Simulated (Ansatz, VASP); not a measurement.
## One calculation of TiIn4, two programs

```
CELL_PARAMETERS angstrom
4.87127 0.00000 0.00000
-2.43563 4.21864 0.00000
0.00000 0.00000 6.36658
ATOMIC_POSITIONS crystal
Ti 0.00000 0.00000 0.00000
In 0.33333 0.66667 0.25162
In 0.66667 0.33333 0.25162
In 0.66667 0.33333 0.74838
In 0.33333 0.66667 0.74838
```

Alike in both runs: functional PBE; k mesh 6 × 6 × 4; occupations gaussian, width 0.1 eV; no spin polarisation.

Ansatz relaxed the structure, and its values are those at the end. VASP's run is a single point on that final structure, the one shown.

|  | VASP | Ansatz |
| --- | --- | --- |
| version | VASP 6.6.1 | Ansatz 0.2.0 |
| potentials or method | VASP PAW PBE potentials, release 64 (Ti_sv, In_d), cutoff 520 eV | scalar-relativistic, plane waves, PAW |
| valence electrons in the cell | 64 | 64 |

```tsv
	VASP	Ansatz	Ansatz less VASP
gap on the k mesh at the Fermi level (eV)	none	none	-
pressure (GPa)	0.0	0.1	+0.06
rms of the force components (eV/Å)	0.012	0.012	+0.0002
```

A gap of «none» marks a metal or a gap that the smearing closes.
